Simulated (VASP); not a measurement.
A run of VASP 6.6.1 is set up as follows.

File INCAR:

```
SYSTEM = Ag
  ALGO = Normal
  EDIFF = 1E-6
  ENCUT = 500
  GGA = PS
  GGA_COMPAT = .False.
  ISIF = 2
  ISMEAR = -1
  LASPH = .True.
  LCHARG = .True.
  LELF = .True.
  LREAL = .False.
  LVHAR = .True.
  LWAVE = .False.
  NBANDS = 12
  NELM = 120
  PREC = Accurate
  SIGMA = 0.05
```

The input KPOINTS:

```
k-points
0
Gamma
  13 13 13
  0 0 0
```

POSCAR

```
Ag
1.0
    0.0000000000      2.0427500000      2.0427500000
    2.0427500000      0.0000000000      2.0427500000
    2.0427500000      2.0427500000      0.0000000000
Ag
1
Direct
    0.0000000000      0.0000000000      0.0000000000
```

Potentials or basis: VASP PAW PBE potentials, release 64 (Ag).

Run with:

```bash
$ cat potpaw_PBE.64/Ag/POTCAR > POTCAR
$ mpirun -np 1 vasp_std > vasp.out
```

Question: What does it give for the pressure?

Answer: -3.0 GPa.

Caveat: the PAW data sets were made with another functional, which shifts forces and pressure a little.
